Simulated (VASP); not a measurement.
# Zr2SF (P4/mmm) in VASP: single point with PBE

Aim: the single point of Zr2SF with PBE.

All numbers are computed with VASP 6.6.1; they aren't measurements. Logs are shortened: lines on timing, memory, paths and dates and some standing lists are left out, and cuts for length are marked.

### 1 The cell of the first run

It takes space group P4/mmm (No. 123, tetragonal). The conventional cell has a = 4.432 Å, b = 4.432 Å, c = 3.210 Å, α = 90.00°, β = 90.00°, γ = 90.00°. Zr (site symmetry mmm) has 4 S at 2.74 Å and 4 F at 2.74 Å and 6 Zr at 3.13 to 3.21 Å within 3.6 Å. Within 3.6 Å of S (site symmetry 4/mmm) lie 8 Zr at 2.74 Å and 4 F at 3.13 Å and 2 S at 3.21 Å. F (site symmetry 4/mmm) has 8 Zr at 2.74 Å and 4 S at 3.13 Å and 2 F at 3.21 Å within 3.6 Å.

### 2 Single point, PBE, collinear spin

File INCAR:

```
SYSTEM = Zr2SF
PREC = Accurate ; ENCUT = 520
EDIFF = 1E-6 ; ISMEAR = 0
SIGMA = 0.1 ; LREAL = .False.
LASPH = .True. ; NELM = 150
ALGO = Normal ; ISIF = 2
LWAVE = .False. ; LCHARG = .True.
ISPIN = 2 ; MAGMOM = 1 1 0 0
LORBIT = 11 ; LMAXMIX = 4
GGA = PE ; LELF = .True.
LVHAR = .True. ; NBANDS = 30
```

File KPOINTS:

```
Automatic mesh
0
Gamma
  4 4 6
  0 0 0
```

File POSCAR:

```
Zr2SF
1.0
    4.4318253473      0.0000000000      0.0000000000
    0.0000000000      4.4318253473      0.0000000000
    0.0000000000      0.0000000000      3.2097132009
Zr S F
2 1 1
Direct
    0.0000000000      0.5000000000      0.0000000000
    0.5000000000      0.0000000000      0.0000000000
    0.5000000000      0.5000000000      0.5000000000
    0.0000000000      0.0000000000      0.5000000000
```

Potentials or basis: VASP PAW PBE potentials, release 64 (Zr_sv, S, F).

Command:

```
$ cat potpaw_PBE.64/Zr_sv/POTCAR potpaw_PBE.64/S/POTCAR potpaw_PBE.64/F/POTCAR > POTCAR
$ mpirun -np 1 vasp_std > vasp.out
```

OUTCAR:

```text
SYSTEM = Zr2SF
   PREC = Accurate
   ENCUT = 520
   EDIFF = 1E-6
   ISMEAR = 0
   LREAL = .False.
   LASPH = .True.
   NELM = 150
   ISIF = 2
   ISPIN = 2
   LORBIT = 11
   GGA = PE

 ion  position               nearest neighbor table
   1  0.000  0.500  0.000-   3 2.74   4 2.74   3 2.74   4 2.74   4 2.74   4 2.74   3 2.74   3 2.74
                             2 3.13   2 3.13   2 3.13   2 3.13
   2  0.500  0.000  0.000-   3 2.74   4 2.74   3 2.74   4 2.74   3 2.74   3 2.74   4 2.74   4 2.74
                             1 3.13   1 3.13   1 3.13   1 3.13
   3  0.500  0.500  0.500-   1 2.74   2 2.74   1 2.74   2 2.74   2 2.74   2 2.74   1 2.74   1 2.74

   4  0.000  0.000  0.500-   1 2.74   2 2.74   1 2.74   2 2.74   1 2.74   1 2.74   2 2.74   2 2.74

  LATTYP: Found a simple tetragonal cell.
 ALAT       =     4.4318253473
 C/A-ratio  =     0.7242418077

  Lattice vectors:

 A1 = (   4.4318253473,   0.0000000000,   0.0000000000)
 A2 = (   0.0000000000,   4.4318253473,   0.0000000000)
 A3 = (   0.0000000000,   0.0000000000,   3.2097132009)

Analysis of symmetry for initial positions (statically):
=====================================================================
 Subroutine PRICEL returns:
 Original cell was already a primitive cell.

 Routine SETGRP: Setting up the symmetry group for a
 simple tetragonal supercell.

 Subroutine GETGRP returns: Found 16 space group operations
 (whereof 16 operations were pure point group operations)
 out of a pool of 16 trial point group operations.

The static configuration has the point symmetry D_4h.

Analysis of symmetry for dynamics (positions and initial velocities):
=====================================================================
 Subroutine PRICEL returns:
 Original cell was already a primitive cell.

 Routine SETGRP: Setting up the symmetry group for a
 simple tetragonal supercell.

 Subroutine GETGRP returns: Found 16 space group operations
 (whereof 16 operations were pure point group operations)
 out of a pool of 16 trial point group operations.

The dynamic configuration has the point symmetry D_4h.

Analysis of structural, dynamic, and magnetic symmetry:
=====================================================================
 Subroutine PRICEL returns:
 Original cell was already a primitive cell.

 Routine SETGRP: Setting up the symmetry group for a
 simple tetragonal supercell.

 Subroutine GETGRP returns: Found 16 space group operations
 (whereof 16 operations were pure point group operations)
 out of a pool of 16 trial point group operations.

The overall configuration has the point symmetry D_4h.

[... 129 lines left out ...]
   IVDW    =     0    specifies the selected vdW correction
   LEPSILON=     F    determine dielectric tensor
   LRPA    =     F    only Hartree local field effects (RPA)
 spin polarized calculation
 Gauss-broadening in eV      SIGMA  =   0.10
  energy-cutoff  :      520.00
  volume of cell :       63.04
 maximum number of plane-waves:      1712
 NGX is ok and might be reduce to    36
   NGX = 17   NGY = 17   NGZ = 11

 number of electron      36.9999983 magnetization       0.0021862

 Free energy of the ion-electron system (eV)
  ---------------------------------------------------
  ext. energy  EPLUGINS =         0.00000000
  ---------------------------------------------------
  free energy    TOTEN  =       -28.07514784 eV

  energy without entropy =      -28.05233313  energy(sigma->0) =      -28.06374048

 E-fermi :  10.4764     XC(G=0): -11.5470

 val. band max:       10.4739202727   @ k =   0.5000   0.0000   0.3333
 cond. band min:      10.4880903621   @ k =   0.2500   0.2500   0.5000
 fundamental gap:      0.0141700894
 Fermi energy:        10.4763659705

 spin component 1

 k-point     1 :       0.0000    0.0000    0.0000
  band No.  band energies     occupation
      1     -39.0836      1.00000
      2     -38.9552      1.00000
      3     -17.4242      1.00000
      4     -17.4242      1.00000
      5     -16.9161      1.00000
      6     -16.8412      1.00000
[... 781 lines left out ...]
     29      18.1399      0.00000
     30      19.3462      0.00000
 Fermi energy:        10.4763659705

 spin component 2

 k-point     1 :       0.0000    0.0000    0.0000
  band No.  band energies     occupation
      1     -39.0832      1.00000
      2     -38.9549      1.00000
      3     -17.4236      1.00000
      4     -17.4236      1.00000
      5     -16.9158      1.00000
      6     -16.8406      1.00000
[... 781 lines left out ...]
     29      18.1406      0.00000
     30      19.3463      0.00000

------------------------ aborting loop because EDIFF is reached ----------------------------------------

  FORCE on cell =-STRESS in cart. coord.  units (eV):
  Direction    XX          YY          ZZ          XY          YZ          ZX
  --------------------------------------------------------------------------------------
  -------------------------------------------------------------------------------------
  Total       -0.0072677     -0.0072677     -0.0158807      0.0000000      0.0000000      0.0000000
  in kB       -0.1847041     -0.1847041     -0.4035966      0.0000000      0.0000000      0.0000000
  external PRESSURE =      -0.2576683 kB  Pullay stress =       0.0000000 kB

 VOLUME and BASIS-vectors are now :
 -----------------------------------------------------------------------------
  energy-cutoff  :      520.00
  volume of cell :       63.04
      direct lattice vectors                 reciprocal lattice vectors
     4.431825347  0.000000000  0.000000000     0.225640661  0.000000000  0.000000000
     0.000000000  4.431825347  0.000000000     0.000000000  0.225640661  0.000000000
     0.000000000  0.000000000  3.209713201     0.000000000  0.000000000  0.311554316

 POSITION                                       TOTAL-FORCE (eV/Angst)
 -----------------------------------------------------------------------------------
      0.00000      2.21591      0.00000         0.000000      0.000000      0.000000
      2.21591      0.00000      0.00000         0.000000      0.000000      0.000000
      2.21591      2.21591      1.60486         0.000000      0.000000      0.000000
      0.00000      0.00000      1.60486         0.000000      0.000000      0.000000
 -----------------------------------------------------------------------------------
    total drift:                                0.000000      0.000000     -0.000000

  FREE ENERGIE OF THE ION-ELECTRON SYSTEM (eV)
  ---------------------------------------------------
  free  energy   TOTEN  =       -28.0751478355 eV

  energy  without entropy=      -28.0523331310  energy(sigma->0) =      -28.06374048

 total charge

# of ion       s       p       d       tot
------------------------------------------
    1        2.150   5.942   1.790   9.881
    2        2.150   5.942   1.790   9.881
    3        1.304   2.429   0.000   3.733
    4        1.767   4.254   0.000   6.022
--------------------------------------------------
tot          7.371  18.567   3.579  29.517

 magnetization (x)

# of ion       s       p       d       tot
------------------------------------------
    1        0.000   0.000   0.001   0.001
    2        0.000   0.000   0.001   0.001
    3       -0.000  -0.000   0.000  -0.000
    4        0.000   0.000   0.000   0.000
--------------------------------------------------
tot          0.000   0.000   0.001   0.001
```

It took 76 s on 1 thread of Intel Xeon Platinum 8375C at 2.90GHz (Ice Lake), shared host; peak memory 0.24 GiB.

What came out:

- Free energy: -28.0751 eV
- Pressure: 0.0 GPa
- Net moment: 0.00 μB per cell
- Valence electrons inside the program's atomic spheres: Zr 9.88; S 3.73; F 6.02
